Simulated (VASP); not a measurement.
Write the native input for VASP 6.6.1 that does the following.

- Task: single point
- Functional: PBEsol
- Potentials or basis: VASP PAW PBE potentials, release 64 (O, C, H)
- Cutoff: 520 eV
- k mesh: 1 × 1 × 1
- Occupations: fermi-dirac, width 0.05 eV
- Spin: no spin polarisation
- Dipole correction: no
- Further INCAR settings: LREAL = Auto; ALGO = Normal; EDIFF = 1e-06; NBANDS = 98

The structure of H2CO2 lies in POSCAR:

```
H2CO2
1.0
    7.3876590000      0.0000000000      0.0000000000
    0.0000000000      7.3876590000      0.0000000000
    0.0000000000      0.0000000000      7.3876590000
O C H
16 8 16
Direct
    0.3981234109      0.0779543290      0.7973026367
    0.4253038750      0.2342826056      1.0585355929
    0.0249064013      0.7808833624      0.9903272471
    0.1046068856      0.5720756738      0.7886124684
    0.4603352699      0.1160178075      0.4227320184
    0.7274699604      0.2816859847      0.4251414420
    0.9942391764     -0.0552137017      0.4720439858
    1.0512396417      0.1248298006      0.7149896875
    0.0888914878      0.6097736780      0.3858461794
    0.3790104551      0.5338091539      0.4553675258
    0.7531885270      0.5007404917      0.7779595674
    0.8034750927      0.7948796770      0.7173991111
   -0.0920453962      0.1066372988      0.0862248785
    0.1056627005      0.2873711415      0.2199208166
    0.7088036955      0.8196913258      0.2974284547
    0.4868389296      0.7530667022      0.0816226087
    0.4805852571      0.1316113805      0.9453468277
    0.1284303999      0.6442500933      0.9430186206
    0.5921767640      0.2197583835      0.5047471736
    1.0847143865      0.0538194846      0.5665123417
    0.2432028874      0.6292791803      0.4679425512
    0.7132029240      0.6497998892      0.6963911031
   -0.0432613362      0.2647117307      0.1465416853
    0.5818081208      0.7125125835      0.2149801446
    0.2618150080      0.1043226278      0.8025546388
    0.6098007501      0.0655417366      0.9453468277
   -0.0555250317      0.7912926138      0.8760826671
    0.2377072358      0.5838520701      1.0233417650
    0.4764296782      0.1453505095      0.2865860484
    0.5645631451      0.2261338808      0.6442771655
    0.8800893490     -0.0703605838      0.5430543018
    1.2191142011      0.0643640969      0.5058706689
    0.1127556104      0.4985747176      0.3043318594
    0.2332403269      0.7438892347      0.5718997046
    0.9058349878      0.5212070563      0.7959219558
    0.5806169451      0.6484598166      0.6402434113
   -0.0139150981     -0.0001488970      0.1135677757
   -0.1450391795      0.3740427110      0.1160042714
    0.7143940997      0.9387818252      0.2389931641
    0.6165281857      0.5762177166      0.2556831603
```

One way to write it, as run:

INCAR

```
SYSTEM = H2CO2
ALGO = Normal ; EDIFF = 1E-6
ENCUT = 520 ; GGA = PS
ISIF = 2 ; ISMEAR = -1
LASPH = .TRUE. ; LCHARG = .FALSE.
LREAL = Auto ; LWAVE = .FALSE.
NBANDS = 98 ; NELM = 100
PREC = Accurate ; SIGMA = 0.05
```

KPOINTS

```
k-points
0
G
  1 1 1
  0 0 0
```

Potentials or basis: VASP PAW PBE potentials, release 64 (O, C, H).

The run is started by

```console
$ cat potpaw_PBE.64/O/POTCAR potpaw_PBE.64/C/POTCAR potpaw_PBE.64/H/POTCAR > POTCAR
$ mpirun -np 1 vasp_gam > vasp.out
```

Results of the run:

```
Pressure               : 1.5 GPa
Largest force          : 4.030 eV/Å
Band gap on the k mesh : 3.67 eV
```

Caveat: the k points lie up to 0.85 Å⁻¹ apart; the PAW data sets were made with another functional, which shifts forces and pressure a little.

Wall time 56 s on 1 thread of AMD EPYC 7R43 64-Core Processor (Zen 3) (shared host), peak memory 0.34 GiB.
